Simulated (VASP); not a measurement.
Set up this calculation in VASP 6.6.1, as the native input.

```yaml
Task: single point
Functional: PBEsol
Potentials_or_basis: VASP PAW PBE potentials, release 64 (W_sv)
Cutoff: 520 eV
k_mesh: 16 × 16 × 16
Occupations: gaussian, width 0.1 eV
Spin: no spin polarisation
Dipole_correction: no
Further_INCAR_settings: ALGO = Fast; EDIFF = 1e-06; NBANDS = 21
```

The structure of W lies in POSCAR:

```
W
1.0
    3.1227846955      0.0000000000      0.0000000000
    0.0000000000      3.1227846955      0.0000000000
    0.0000000000      0.0000000000      3.1732539431
W
2
Direct
    0.0000000000      0.0000000000      0.0000000000
    0.5000000000      0.5000000000      0.5000000000
```

This cell differs from its parent crystal: biaxial strain in the a-b plane: -1.0 %.

The input as run:

INCAR

```
ALGO = Fast ; EDIFF = 1E-6
ENCUT = 520 ; GGA = PS
ISIF = 2 ; ISMEAR = 0
LASPH = True ; LCHARG = False
LREAL = False ; LWAVE = False
NBANDS = 21 ; NELM = 80
PREC = Accurate ; SIGMA = 0.1
```

KPOINTS

```
k-points
0
Gamma
  16 16 16
```

Potentials or basis: VASP PAW PBE potentials, release 64 (W_sv).

Launch:

```console
$ cat potpaw_PBE.64/W_sv/POTCAR > POTCAR
$ mpirun -np 1 vasp_std > vasp.out
```

Results of the run:

The pressure is 5.5 GPa. The band gap on the k mesh is zero (band 14 reaches 12.50 eV, above the bottom of band 15 at 11.08 eV).

Caveat: the cell differs from its parent crystal (biaxial strain in the a-b plane: -1.0 %); the PAW data sets were made with another functional, which shifts forces and pressure a little; spin-orbit coupling is left out, which moves the levels of the heavy elements.

It took 100 s on 1 thread of Intel(R) Xeon(R) Platinum 8375C CPU @ 2.90GHz (Ice Lake), with other jobs on the host, peak memory 0.3 GiB.
